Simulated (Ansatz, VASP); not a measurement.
## BiBrF3 in VASP and in Ansatz

```
Bi Br F
1.0
     4.58150    0.00000    0.00000
     0.00000    4.58150    0.00000
     0.00000    0.00000    4.58150
Bi Br F
1 1 3
Direct
  0.50000 0.50000 0.50000
  0.00000 0.00000 0.00000
  0.50000 0.00000 0.00000
  0.00000 0.50000 0.00000
  0.00000 0.00000 0.50000
```

Change from the starting cell: species swapped into the Gd3TlC type (Pm-3m, No. 221).

Alike in both runs: task relaxation of cell and atoms; functional PBE; k mesh 8 × 8 × 8; occupations gaussian, width 0.1 eV; no spin polarisation.

|  | VASP | Ansatz |
| --- | --- | --- |
| version | VASP 6.6.1 | Ansatz 0.2.0 |
| potentials or method | VASP PAW PBE potentials, release 64 (Bi_d, Br, F), cutoff 600 eV | scalar-relativistic, plane waves, PAW |
| valence electrons in the cell | 43 | 43 |

Ansatz gave:

| Quantity | Value |
| --- | --- |
| gap on the k mesh at the Fermi level, each at its own relaxed structure (eV) | none |
| relaxed volume (Å³/atom) | 19.64 |
| relaxed cell length with the largest relative difference (Å) | 4.614 |

Task: What did VASP give for the same quantities?

Result: gap on the k mesh at the Fermi level, each at its own relaxed structure (eV): none; relaxed volume (Å³/atom): 19.53; relaxed cell length with the largest relative difference (Å): 4.605.

A gap of «none» marks a metal or a gap that the smearing closes.

Spin-orbit coupling is off throughout.
